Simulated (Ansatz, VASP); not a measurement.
**Two plane-wave programs on Ag**

```
Ag
1.0
    -1.69226    1.69226    1.69226
     1.69226   -1.69226    1.69226
     1.69226    1.69226   -1.69226
Ag
1
Cartesian
  0.0000 0.0000 0.0000
```

Alike in both runs: task single point; functional revPBE; k mesh 15 × 15 × 15; occupations fermi-dirac, width 0.1 eV; no spin polarisation.

|  | VASP | Ansatz |
| --- | --- | --- |
| version | VASP 6.6.1 | Ansatz 0.2.0 |
| potentials or method | VASP PAW PBE potentials, release 64 (Ag), cutoff 520 eV | plane waves (420 eV) with PAW, scalar-relativistic |
| valence electrons in the cell | 11 | 19 |

```csv
,VASP,Ansatz,Ansatz less VASP
pressure (GPa),-2.9,-2.9,+0.04
```

VASP's potentials were made for PBE, not for revPBE. VASP's potentials hold 11 valence electrons a cell and Ansatz's 19, so a difference there can come from the potentials and not from the codes.
